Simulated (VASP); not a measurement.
# Be (P6_3/mmc) in VASP: notebook

Be is run at these levels: PBEsol; tasks: relaxation of cell and atoms.

Program: VASP 6.6.1. These are calculated values, not measurements. Logs are shortened: lines on timing, memory, paths and dates and some standing lists are left out, and cuts for length are marked.

## Step 1: The cell of the first run

The structure is hexagonal, space group P6_3/mmc (No. 194). The conventional cell has a = 2.285 Å, b = 2.285 Å, c = 3.584 Å, α = 90.00°, β = 90.00°, γ = 120.00°. Be (site symmetry -6m2) has 12 Be at 2.23 to 2.29 Å within 2.9 Å.

## Step 2: Relaxation of cell and atoms, PBEsol, target pressure 2 GPa, at which the enthalpy is minimised

INCAR

```
  PREC = Accurate
  ENCUT = 600
  EDIFF = 1E-6
  ISMEAR = -1
  SIGMA = 0.05
  LREAL = F
  LASPH = T
  NELM = 80
  ALGO = Fast
  ISIF = 3
  LWAVE = F
  LCHARG = F
  GGA = PS
  IBRION = 2
  NSW = 60
  EDIFFG = -0.01
  PSTRESS = 20.0
```

KPOINTS

```
Automatic mesh
0
Gamma
  13 13 8
```

POSCAR

```
Be
1.0
    2.2853000000      0.0000000000      0.0000000000
   -1.1426500000      1.9791278553      0.0000000000
    0.0000000000      0.0000000000      3.5842000000
Be
2
Direct
    0.6666666667      0.3333333333      0.7500000000
    0.3333333333      0.6666666667      0.2500000000
```

Potentials or basis: VASP PAW PBE potentials, release 64 (Be).

On the command line:

```
cat potpaw_PBE.64/Be/POTCAR > POTCAR
mpirun -np 1 vasp_std > vasp.out
```

OUTCAR:

```text
PREC = Accurate
   ENCUT = 600
   EDIFF = 1E-6
   ISMEAR = -1
   LREAL = F
   LASPH = T
   NELM = 80
   ISIF = 3
   GGA = PS
   IBRION = 2
   NSW = 60
   EDIFFG = -0.01
   PSTRESS = 20.0

 ion  position               nearest neighbor table
   1  0.667  0.333  0.750-   2 2.23   2 2.23   2 2.23   2 2.23   2 2.23   2 2.23
   2  0.333  0.667  0.250-   1 2.23   1 2.23   1 2.23   1 2.23   1 2.23   1 2.23

  LATTYP: Found a hexagonal cell.
 ALAT       =     2.2853000000
 C/A-ratio  =     1.5683717674

  Lattice vectors:

 A1 = (   2.2853000000,   0.0000000000,   0.0000000000)
 A2 = (  -1.1426500000,   1.9791278553,   0.0000000000)
 A3 = (   0.0000000000,   0.0000000000,   3.5842000000)

Analysis of symmetry for initial positions (statically):
=====================================================================
 Subroutine PRICEL returns:
 Original cell was already a primitive cell.

 Routine SETGRP: Setting up the symmetry group for a
 hexagonal supercell.

 Subroutine GETGRP returns: Found 24 space group operations
 (whereof 12 operations were pure point group operations)
 out of a pool of 24 trial point group operations.

The static configuration has the point symmetry D_3d.
 The point group associated with its full space group is D_6h.

Analysis of symmetry for dynamics (positions and initial velocities):
=====================================================================
 Subroutine PRICEL returns:
 Original cell was already a primitive cell.

 Routine SETGRP: Setting up the symmetry group for a
 hexagonal supercell.

 Subroutine GETGRP returns: Found 24 space group operations
 (whereof 12 operations were pure point group operations)
 out of a pool of 24 trial point group operations.

The dynamic configuration has the point symmetry D_3d.
 The point group associated with its full space group is D_6h.

 Subroutine INISYM returns: Found 24 space group operations
 (whereof 12 operations are pure point group operations),
 and found     1 'primitive' translations

----------------------------------------------------------------------------------------

                                     Primitive cell

  volume of cell :      16.2110

  direct lattice vectors                    reciprocal lattice vectors
     2.285300000  0.000000000  0.000000000     0.437579311  0.252636533  0.000000000
    -1.142650000  1.979127855  0.000000000     0.000000000  0.505273066  0.000000000
     0.000000000  0.000000000  3.584200000     0.000000000  0.000000000  0.279002288

  length of vectors
     2.285300000  2.285300000  3.584200000     0.505273066  0.505273066  0.279002288

  position of ions in fractional coordinates (direct lattice)
     0.666666667  0.333333333  0.750000000
     0.333333333  0.666666667  0.250000000

  ion indices of the primitive-cell ions
   primitive index   ion index
                 1           1
                 2           2

----------------------------------------------------------------------------------------

 KPOINTS: Automatic mesh

Automatic generation of k-mesh.
 Grid dimensions read from file:
 generate k-points for:   13   13    8

 Generating k-lattice:

  Cartesian coordinates                     Fractional coordinates (reciprocal lattice)
     0.033659947  0.019433579  0.000000000     0.076923077  0.000000000  0.000000000
     0.000000000  0.038867159  0.000000000     0.000000000  0.076923077  0.000000000
     0.000000000  0.000000000  0.034875286     0.000000000  0.000000000  0.125000000

  Length of vectors
     0.038867159  0.038867159  0.034875286

  Shift w.r.t. Gamma in fractional coordinates (k-lattice)
     0.000000000  0.000000000  0.000000000

 Subroutine IBZKPT returns following result:
 ===========================================

 Found    105 irreducible k-points:

 Following reciprocal coordinates:
            Coordinates               Weight
  0.000000  0.000000  0.000000      1.000000
  0.076923  0.000000  0.000000      6.000000
  0.153846  0.000000  0.000000      6.000000
  0.230769  0.000000  0.000000      6.000000
  0.307692  0.000000  0.000000      6.000000
  0.384615  0.000000  0.000000      6.000000
[... 16 lines left out ...]
  0.076923  0.000000  0.125000     12.000000
  0.153846  0.000000  0.125000     12.000000
 [... further k-points ...]
   k-points           NKPTS =    105   k-points in BZ     NKDIM =    105   number of bands    NBANDS=      6
   number of dos      NEDOS =    301   number of ions     NIONS =      2
   total plane-waves  NPLWV =   9720
   dimension x,y,z NGX =    18 NGY =   18 NGZ =   30
   dimension x,y,z NGXF=    36 NGYF=   36 NGZF=   60
   ions per type =               2
   NGX,Y,Z   is equivalent  to a cutoff of  13.09, 13.09, 13.91 a.u.
   NGXF,Y,Z  is equivalent  to a cutoff of  26.19, 26.19, 27.83 a.u.
 SYSTEM =  unknown system
   PREC   = accura    normal or accurate (medium, high low for compatibility)
   ISTART =      0    job   : 0-new  1-cont  2-samecut
   ICHARG =      2    charge: 1-file 2-atom 10-const
   ISPIN  =      1    spin polarized calculation?
   LNONCOLLINEAR =      F non collinear calculations
   LSORBIT =      F    spin-orbit coupling
   LASPH  =      T    aspherical Exc in radial PAW
   ENCUT  =  600.0 eV  44.10 Ry    6.64 a.u.   4.56  4.56  7.16*2*pi/ulx,y,z
   NELM   =     80;   NELMIN=  2; NELMDL= -5     # of ELM steps
   EDIFF  = 0.1E-05   stopping-criterion for ELM
   LREAL  =      F    real-space projection
   EDIFFG = -.1E-01   stopping-criterion for IOM
   NSW    =     60    number of steps for IOM
   IBRION =      2    ionic relax: 0-MD 1-quasi-New 2-CG
   NFREE  =      1    steps in history (QN), initial steepest desc. (CG)
   ISIF   =      3    stress and relaxation
   ISYM   =      2    0-nonsym 1-usesym 2-fastsym
   POTIM  = 0.5000    time-step for ionic-motion
   TEBEG  =    0.0;   TEEND  =   0.0 temperature during run
   PSTRESS=   20.0 pullay stress
   NELECT =       4.0000    total number of electrons
   NUPDOWN=      -1.0000    fix difference up-down
   EMIN   =  10.00;   EMAX   =-10.00  energy-range for DOS
   EFERMI =   0.00;   METHOD = LEGACY
   ISMEAR =    -1;   SIGMA  =   0.05  broadening in eV -4-tet -1-fermi 0-gaus
   EFERMI_NEDOS =   21; number of points for ismear=-14 and -15
   IALGO  =     68    algorithm
   IMIX   =      4    mixing-type and parameters
     AMIX     =   0.40;   BMIX     =  1.00
     AMIX_MAG =   1.60;   BMIX_MAG =  1.00
  volume/ion in A,a.u.               =       8.11        54.70
  Fermi-wavevector in a.u.,A,eV,Ry     =   1.026814  1.940397 14.345258  1.054347
  Thomas-Fermi vector in A             =   2.160726
   LORBIT       =      0    0 simple, 1 ext, 2 COOP (PROOUT), +10 PAW based schemes
   GGA     = PS    functional components
   LHFCALC =     F    Hartree Fock is set to
   AEXX    =    0.0000 exact exchange contribution
   IVDW    =     0    specifies the selected vdW correction
   LEPSILON=     F    determine dielectric tensor
   LRPA    =     F    only Hartree local field effects (RPA)
 conjugate gradient relaxation of ions
 non-spin polarized calculation
 RMM-DIIS sequential band-by-band and
  energy-cutoff  :      600.00
  volume of cell :       16.21
 maximum number of plane-waves:       555
   NGX =  9   NGY =  9   NGZ = 15

--------------------------------------- Ionic step        1  -------------------------------------------

 number of electron       4.0000000 magnetization

 Free energy of the ion-electron system (eV)
  ---------------------------------------------------
  ext. energy  EPLUGINS =         0.00000000
  ---------------------------------------------------
  free energy    TOTEN  =        -7.98847767 eV

  energy without entropy =       -7.98739852  energy(sigma->0) =       -7.98793810

------------------------ aborting loop because EDIFF is reached ----------------------------------------

  FORCE on cell =-STRESS in cart. coord.  units (eV):
  Direction    XX          YY          ZZ          XY          YZ          ZX
  --------------------------------------------------------------------------------------
  -------------------------------------------------------------------------------------
  Total       -0.3280359     -0.3280359     -0.4082604      0.0000000     -0.0000000      0.0000000
  in kB      -32.4207206    -32.4207206    -40.3495315      0.0000000     -0.0000000      0.0000000
  external PRESSURE =     -55.0636576 kB  Pullay stress =      20.0000000 kB
[... 137 lines left out ...]
  enthalpy is  TOTEN    =        -7.7988846546 eV   P V=        0.1932865870

--------------------------------------- Ionic step        5  -------------------------------------------

 number of electron       4.0000000 magnetization

 Free energy of the ion-electron system (eV)
  ---------------------------------------------------
  ext. energy  EPLUGINS =         0.00000000
  ---------------------------------------------------
  free energy    TOTEN  =        -7.99215490 eV

  energy without entropy =       -7.99113388  energy(sigma->0) =       -7.99164439

 E-fermi :   7.0123     XC(G=0): -10.6781

 val. band max:        6.9351007092   @ k =   0.2308   0.1538   0.0000
 cond. band min:       7.0923350668   @ k =   0.3077   0.1538   0.0000
 fundamental gap:      0.1572343577
 Fermi energy:         7.0122709617

 k-point     1 :       0.0000    0.0000    0.0000
  band No.  band energies     occupation
      1      -4.2694      2.00000
      2       2.6956      2.00000
      3       8.4650      0.00000
      4      23.3654      0.00000
      5      23.3654      0.00000
      6      26.2774      0.00000

 k-point     2 :       0.0769    0.0000    0.0000
  band No.  band energies     occupation
      1      -4.0990      2.00000
      2       2.9213      2.00000
      3       8.5088      0.00000
      4      22.0020      0.00000
      5      22.3825      0.00000
      6      26.2981      0.00000
[... 190 lines left out ...]
 k-point    24 :       0.1538    0.0000    0.1250
  band No.  band energies     occupation
      1      -3.4495      2.00000
      2       2.7759      2.00000
      3       9.7473      0.00000
      4      19.2233      0.00000
      5      20.8789      0.00000
      6      25.5228      0.00000

 [... further k-points ...]
[... 5 lines left out ...]
  --------------------------------------------------------------------------------------
  -------------------------------------------------------------------------------------
  Total        0.1980531      0.1980531      0.2124125      0.0000000      0.0000000      0.0000000
  in kB       20.5008326     20.5008326     21.9871983      0.0000000      0.0000000      0.0000000
  external PRESSURE =       0.9962878 kB  Pullay stress =      20.0000000 kB
[... 17 lines left out ...]
  FREE ENERGIE OF THE ION-ELECTRON SYSTEM (eV)
  ---------------------------------------------------
  free  energy   TOTEN  =        -7.9921549004 eV

  energy  without entropy=       -7.9911338763  energy(sigma->0) =       -7.99164439

  enthalpy is  TOTEN    =        -7.7989401892 eV   P V=        0.1932147112

 reached required accuracy - stopping structural energy minimisation
```

Wall time 36 s (1 thread of AMD EPYC, shared host); peak memory 0.1 GiB.

What came out:

```yaml
Free_energy: -7.9922 eV
Relaxed_volume: 7.74 Å³/atom
Relaxed_cell: a = 2.251 Å, b = 2.251 Å, c = 3.529 Å, α = 90.00°, β = 90.00°, γ = 120.00°
Space_group_after_relaxing_to_0.05_Å: P6_3/mmc (No. 194)
Energy_change_on_relaxing_the_enthalpy_is_what_falls: -1.8 meV/atom
Ionic_steps: 5
Pressure_after_relaxing: 2.1 GPa
Band_gap_on_the_k_mesh: zero (band 2 reaches 8.29 eV, above the bottom of band 3 at 6.65 eV)
```

Step by step:
```
step  energy change (eV)  largest force (eV/Å)  pressure (GPa)  volume (Å³)
   1              0.0000                0.0000           -3.51        16.21
   2             -0.0046                0.0000            1.39        15.57
   3             -0.0039                0.0000            1.96        15.50
   4             -0.0037                0.0000            2.08        15.48
   5             -0.0037                0.0000            2.10        15.48
```

Final structure:
```yaml
crystal:
  lattice:
    - [2.25058, 0.00000, 0.00000]
    - [-1.12529, 1.94906, 0.00000]
    - [0.00000, 0.00000, 3.52859]
  atoms:
    - { symbol: Be, position: [0.66667, 0.33333, 0.75000] }
    - { symbol: Be, position: [0.33333, 0.66667, 0.25000] }
```

Levels at points of the mesh, in eV from the Fermi level:
```csv
k point,band 1,band 2,band 3,band 4,band 5,band 6
"(0.00, 0.00, 0.00)",-11.28,-4.32,1.45,16.35,16.35,19.27
"(0.00, 0.00, 0.50)",-9.09,-9.09,11.20,11.20,18.05,18.05
```

Caveat: the cell is relaxed towards a set pressure, so the enthalpy falls and the energy may rise; the PAW data sets were made with another functional, which shifts forces and pressure a little.

## Step 3: Relaxation of cell and atoms, PBEsol, target pressure 5 GPa, at which the enthalpy is minimised

INCAR

```
PREC = Accurate
ENCUT = 600
EDIFF = 1E-7
ISMEAR = -1
SIGMA = 0.05
LREAL = F
LASPH = T
NELM = 60
ALGO = Normal
ISIF = 3
LWAVE = F
LCHARG = F
GGA = PS
IBRION = 2
NSW = 60
EDIFFG = -0.01
PSTRESS = 50.0
```

KPOINTS

```
regular mesh
0
Gamma
  13 13 8
```

POSCAR is that of step 2.

Potentials or basis: VASP PAW PBE potentials, release 64 (Be).

On the command line:

```
cat potpaw_PBE.64/Be/POTCAR > POTCAR
mpirun -np 1 vasp_std > vasp.out
```

Run time: 50 s. Hardware: 1 thread of AMD EPYC, shared host; peak memory 0.1 GiB.

The run converged. Its results:

```yaml
Free_energy: -7.9843 eV
Relaxed_volume: 7.56 Å³/atom
Relaxed_cell: a = 2.232 Å, b = 2.232 Å, c = 3.505 Å, α = 90.00°, β = 90.00°, γ = 120.00°
Space_group_after_relaxing_to_0.05_Å: P6_3/mmc (No. 194)
Energy_change_on_relaxing_the_enthalpy_is_what_falls: +2.1 meV/atom
Ionic_steps: 6
Pressure_after_relaxing: 5.2 GPa
Band_gap_on_the_k_mesh: zero (band 2 reaches 8.49 eV, above the bottom of band 3 at 6.84 eV)
```

The path:
```tsv
step	energy change (eV)	largest force (eV/Å)	pressure (GPa)	volume (Å³)
1	0.0000	0.0000	-3.51	16.21
2	0.0015	0.0000	4.37	15.22
3	0.0034	0.0000	4.96	15.16
4	0.0041	0.0000	5.15	15.14
5	0.0042	0.0000	5.18	15.13
6	0.0042	0.0000	5.18	15.13
```

Final structure:
```
CELL_PARAMETERS angstrom
2.23245 0.00000 0.00000
-1.11622 1.93336 0.00000
0.00000 0.00000 3.50519
ATOMIC_POSITIONS crystal
Be 0.66667 0.33333 0.75000
Be 0.33333 0.66667 0.25000
```

Levels at points of the mesh, in eV from the Fermi level:
```csv
k point,band 1,band 2,band 3,band 4,band 5
"(0.00, 0.00, 0.00)",-11.40,-4.40,1.52,16.68,16.68
"(0.00, 0.00, 0.50)",-9.20,-9.20,11.36,11.36,18.41
```

Caveat: the cell is relaxed towards a set pressure, so the enthalpy falls and the energy may rise; the PAW data sets were made with another functional, which shifts forces and pressure a little.
